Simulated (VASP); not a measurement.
ZrZn6In3N5O5: single point with PBE

Crystal: ZrZn6In3N5O5.

```
N O Zn Zr In
1.0
     0.02382   -0.01560    5.42308
    -0.00954    5.93686   -0.01668
    -8.66962   -2.95466   -0.02843
N O Zn Zr In
5 5 6 1 3
Direct
  0.37118 0.53625 0.39160
  0.37022 0.94069 0.20330
  0.87140 0.26760 0.19592
  0.86944 0.86996 0.39907
  0.90661 0.05804 0.79891
  0.37969 0.72151 0.80042
  0.38081 0.13340 0.60206
  0.36926 0.33084 0.99931
  0.89437 0.45725 0.61043
  0.89352 0.65257 0.99173
  0.98640 0.73327 0.80172
  0.99701 0.53509 0.36795
  0.97320 0.11186 0.59966
  0.98336 0.30961 0.00452
  0.99587 0.96691 0.21386
  0.51175 0.26378 0.21016
  0.49340 0.86953 0.39698
  0.51117 0.47257 0.58706
  0.51979 0.07098 0.81164
  0.50881 0.67264 0.01484
```

- Program: VASP 6.6.1
- Task: single point
- Functional: PBE
- Potentials or basis: VASP PAW PBE potentials, release 64 (N, O, Zn, Zr_sv, In_d)
- Cutoff: 520 eV
- k mesh: 2 × 2 × 2, shifted
- Occupations: gaussian, width 0.1 eV
- Spin: no spin polarisation
- Dipole correction: no
- Further INCAR settings: LREAL = Auto; ALGO = Normal; EDIFF = 1e-07; NBANDS = 105; ISYM = 0

```yaml
Pressure: 0.5 GPa
Largest_force: 0.052 eV/Å
Band_gap_on_the_k_mesh: 1.33 eV (least direct gap 1.36 eV)
```

Forces in eV/Å, atoms in the order of the input:
```
N   -0.022  0.015  0.012
N    0.012 -0.029  0.015
N    0.009  0.005  0.012
N    0.008 -0.001 -0.009
N   -0.004 -0.001  0.011
O    0.002  0.002 -0.003
O   -0.004 -0.002 -0.004
O    0.001 -0.001 -0.015
O    0.016  0.002  0.028
O   -0.031 -0.012  0.025
Zn   0.017  0.009  0.006
Zn  -0.029 -0.001 -0.003
Zn   0.020  0.004  0.010
Zn   0.009  0.009  0.000
Zn   0.002 -0.021 -0.007
Zn   0.006  0.008 -0.020
Zr   0.008 -0.015 -0.012
In   0.034  0.017 -0.035
In  -0.016 -0.001  0.016
In  -0.037  0.012 -0.029
```

Levels at points of the mesh, in eV from the valence-band top:
```csv
k point,band 87,band 88,band 89,band 90,band 91,band 92
"(0.25, 0.25, 0.25)",-0.28,-0.16,0.00,1.52,2.44,2.71
```

Wall time 2.6 min on 1 thread of Intel(R) Xeon(R) 6975P-C (Granite Rapids), on a shared host, peak memory 0.39 GiB.

Caveat: the k points lie up to 0.58 Å⁻¹ apart; spin-orbit coupling is left out, which moves the levels of the heavy elements; a shifted mesh leaves out Γ, where band edges can lie. A k mesh can miss the band edges.
